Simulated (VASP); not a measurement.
# Nd (Im-3m) in VASP: single point with PBE

Aim: the single point of Nd with PBE.

Program: VASP 6.6.1. These are calculated values, not measurements. Logs are shortened: lines on timing, memory, paths and dates and some standing lists are left out, and cuts for length are marked.

**1. The cell of the first run**

Symmetry: Im-3m, No. 229, cubic system. The conventional cell has a = 4.099 Å, b = 4.099 Å, c = 4.099 Å, α = 90.00°, β = 90.00°, γ = 90.00°. Nd (site symmetry m-3m) has 14 Nd at 3.55 to 4.10 Å within 4.7 Å.

This isn't the form of Nd at room conditions, which is double hcp.

**2. Single point, PBE, non-collinear spin, typed start, spin-orbit coupling (34.44 Å³/atom)**

Contents of INCAR:

```
SYSTEM = Nd
ALGO = Normal
EDIFF = 1E-6
ENCUT = 520
GGA = PE
GGA_COMPAT = .False.
ISIF = 2
ISMEAR = 0
LASPH = .True.
LCHARG = .True.
LMAXMIX = 6
LORBIT = 11
LORBMOM = .True.
LREAL = .False.
LSORBIT = .True.
LVHAR = .True.
LWAVE = .False.
MAGMOM = 0 0 3.46
NBANDS = 25
NELM = 150
PREC = Accurate
SIGMA = 0.05
```

Contents of KPOINTS:

```
k-points
0
Gamma
  14 14 14
  0 0 0
```

Contents of POSCAR:

```
Nd
1.0
   -2.0496648878      2.0496648878      2.0496648878
    2.0496648878     -2.0496648878      2.0496648878
    2.0496648878      2.0496648878     -2.0496648878
Nd
1
Direct
    0.0000000000      0.0000000000      0.0000000000
```

Potentials or basis: VASP PAW PBE potentials, release 64 (Nd).

Launch:

```console
cat potpaw_PBE.64/Nd/POTCAR > POTCAR
mpirun -np 1 vasp_ncl > vasp.out
```

OUTCAR:

```text
SYSTEM = Nd
   EDIFF = 1E-6
   ENCUT = 520
   GGA = PE
   ISIF = 2
   ISMEAR = 0
   LASPH = .True.
   LORBIT = 11
   LREAL = .False.
   LSORBIT = .True.
   NELM = 150
   PREC = Accurate

 ion  position               nearest neighbor table
   1  0.000  0.000  0.000-

  LATTYP: Found a body centered cubic cell.
 ALAT       =     4.0993297756

  Lattice vectors:

 A1 = (  -2.0496648878,   2.0496648878,   2.0496648878)
 A2 = (   2.0496648878,  -2.0496648878,   2.0496648878)
 A3 = (   2.0496648878,   2.0496648878,  -2.0496648878)

Analysis of symmetry for initial positions (statically):
=====================================================================
 Subroutine PRICEL returns:
 Original cell was already a primitive cell.

 Routine SETGRP: Setting up the symmetry group for a
 body centered cubic supercell.

 Subroutine GETGRP returns: Found 48 space group operations
 (whereof 48 operations were pure point group operations)
 out of a pool of 48 trial point group operations.

The static configuration has the point symmetry O_h .

Analysis of symmetry for dynamics (positions and initial velocities):
=====================================================================
 Subroutine PRICEL returns:
 Original cell was already a primitive cell.

 Routine SETGRP: Setting up the symmetry group for a
 body centered cubic supercell.

 Subroutine GETGRP returns: Found 48 space group operations
 (whereof 48 operations were pure point group operations)
 out of a pool of 48 trial point group operations.

The dynamic configuration has the point symmetry O_h .

Analysis of structural, dynamic, and magnetic symmetry:
=====================================================================
 Subroutine PRICEL returns:
 Original cell was already a primitive cell.

 Routine SETGRP: Setting up the symmetry group for a
 body centered cubic supercell.

 Subroutine GETGRP returns: Found  8 space group operations
 (whereof  8 operations were pure point group operations)
 out of a pool of 48 trial point group operations.

The overall configuration has the point symmetry C_4h.

 Subroutine INISYM returns: Found  8 space group operations
[... 153 lines left out ...]
 k-point     1 :       0.0000    0.0000    0.0000
  band No.  band energies     occupation
      1     -32.7287      1.00000
      2     -31.1177      1.00000
      3     -15.1644      1.00000
      4     -14.7277      1.00000
      5     -12.3883      1.00000
      6     -11.8307      1.00000
[... 661 lines left out ...]
     24       7.0072      0.00000
     25       7.0661      0.00000

 [... further k-points ...]

------------------------ aborting loop because EDIFF is reached ----------------------------------------

  FORCE on cell =-STRESS in cart. coord.  units (eV):
  Direction    XX          YY          ZZ          XY          YZ          ZX
  --------------------------------------------------------------------------------------
  -------------------------------------------------------------------------------------
  Total        0.0878253      0.0878253     -0.0124276      0.0000005      0.0000000      0.0000000
  in kB        4.0852763      4.0852763     -0.5780822      0.0000229      0.0000000      0.0000000
  external PRESSURE =       2.5308234 kB  Pullay stress =       0.0000000 kB

 VOLUME and BASIS-vectors are now :
 -----------------------------------------------------------------------------
  energy-cutoff  :      520.00
  volume of cell :       34.44
      direct lattice vectors                 reciprocal lattice vectors
    -2.049664888  2.049664888  2.049664888     0.000000000  0.243942316  0.243942316
     2.049664888 -2.049664888  2.049664888     0.243942316  0.000000000  0.243942316
     2.049664888  2.049664888 -2.049664888     0.243942316  0.243942316  0.000000000

 POSITION                                       TOTAL-FORCE (eV/Angst)
 -----------------------------------------------------------------------------------
      0.00000      0.00000      0.00000        -0.000000      0.000000      0.000000
 -----------------------------------------------------------------------------------
    total drift:                               -0.000000     -0.000000     -0.000000

  FREE ENERGIE OF THE ION-ELECTRON SYSTEM (eV)
  ---------------------------------------------------
  free  energy   TOTEN  =        -6.8084688287 eV

  energy  without entropy=       -6.8013486383  energy(sigma->0) =       -6.80490873

 orbital moment (x)

 # of ion     p       d       f       tot
 ------------------------------------------------
  1        -0.000   0.000  -0.000  -0.000
 ------------------------------------------------
           -0.000   0.000  -0.000  -0.000

 orbital moment (y)

 # of ion     p       d       f       tot
 ------------------------------------------------
  1        -0.000   0.000   0.000  -0.000
 ------------------------------------------------
           -0.000   0.000   0.000  -0.000

 orbital moment (z)

 # of ion     p       d       f       tot
 ------------------------------------------------
  1        -0.008  -0.016  -2.122  -2.146
 ------------------------------------------------
           -0.008  -0.016  -2.122  -2.146

 Spin-Orbit-Coupling matrix elements

 Ion:    1  E_soc:     -0.8838931
 l=   1
     0.0000000    -0.1080912    -0.1077814
    -0.1080912     0.0000000    -0.1080912
    -0.1077814    -0.1080912     0.0000000
 l=   2
     0.0000000     0.0000508     0.0000000     0.0000508    -0.0014150
     0.0000508     0.0000000    -0.0006784     0.0000988    -0.0002412
     0.0000000    -0.0006784     0.0000000    -0.0006784     0.0000000
     0.0000508     0.0000988    -0.0006784     0.0000000    -0.0002412
    -0.0014150    -0.0002412     0.0000000    -0.0002412     0.0000000
 l=   3
     0.0000000    -0.0026287     0.0000000     0.0000000     0.0000000    -0.0028560    -0.0522349
    -0.0026287     0.0000000    -0.0039575     0.0000000    -0.0039575    -0.0156679    -0.0026287
     0.0000000    -0.0039575     0.0000000    -0.0106791    -0.0015604    -0.0026116     0.0000000
     0.0000000     0.0000000    -0.0106791     0.0000000    -0.0106791     0.0000000     0.0000000
     0.0000000    -0.0039575    -0.0015604    -0.0106791     0.0000000    -0.0026116     0.0000000
    -0.0028560    -0.0156679    -0.0026116     0.0000000    -0.0026116     0.0000000    -0.0028560
    -0.0522349    -0.0026287     0.0000000     0.0000000     0.0000000    -0.0028560     0.0000000

 total charge

# of ion       s       p       d       f       tot
--------------------------------------------------
    1        2.026   5.398   0.545   3.278  11.247

 magnetization (x)

# of ion       s       p       d       f       tot
--------------------------------------------------
    1       -0.000  -0.000   0.000   0.000  -0.000

 magnetization (y)

# of ion       s       p       d       f       tot
--------------------------------------------------
    1        0.000   0.000  -0.000   0.000   0.000

 magnetization (z)

# of ion       s       p       d       f       tot
--------------------------------------------------
    1       -0.008  -0.093   0.178   3.217   3.294
```

OSZICAR:

```text
N       E                     dE             d eps       ncg     rms          rms(c)
DAV:   1     0.151012791027E+03    0.15101E+03   -0.49122E+03 21712   0.287E+03
DAV:   2     0.163338641275E+02   -0.13468E+03   -0.12853E+03 26906   0.376E+02
DAV:   3    -0.474941541670E+01   -0.21083E+02   -0.19751E+02 33499   0.216E+02
[... 19 lines left out ...]
DAV:  23    -0.680832597920E+01   -0.20267E-03   -0.27247E-03 36302   0.533E-01    0.582E-02
DAV:  24    -0.680841118274E+01   -0.85204E-04   -0.65527E-04 37099   0.294E-01    0.503E-02
DAV:  25    -0.680846578781E+01   -0.54605E-04   -0.95713E-05 35397   0.172E-01    0.247E-02
DAV:  26    -0.680846794343E+01   -0.21556E-05   -0.11599E-05 35379   0.497E-02    0.903E-03
DAV:  27    -0.680846882865E+01   -0.88523E-06   -0.10268E-06 18175   0.164E-02
   1 F= -.68084688E+01 E0= -.68049087E+01  d E =-.712019E-02  mag=    -0.0000     0.0000     3.9305
```

Run time: 14 min. Hardware: 1 thread of Intel Xeon Platinum 8559C (Emerald Rapids), shared host; peak memory 0.62 GiB.

What came out:

```
Free energy                                           : -6.8085 eV
Pressure                                              : 0.3 GPa
Net moment                                            : 3.93 μB per cell
Valence electrons inside the program's atomic spheres : Nd 11.25
```

Stress tensor (GPa, compression positive):
```
 0.41  0.00  0.00
 0.00  0.41  0.00
 0.00  0.00 -0.06
```

Moments on the atoms (μB; x, y, z):
```
Nd  0.00 0.00 3.29
```

Caveat: the magnetic or orbital state may not be the lowest; semilocal functionals describe open f shells poorly, which spoils levels, moments and volumes. The state reached can hang on the start; a lower one may exist.
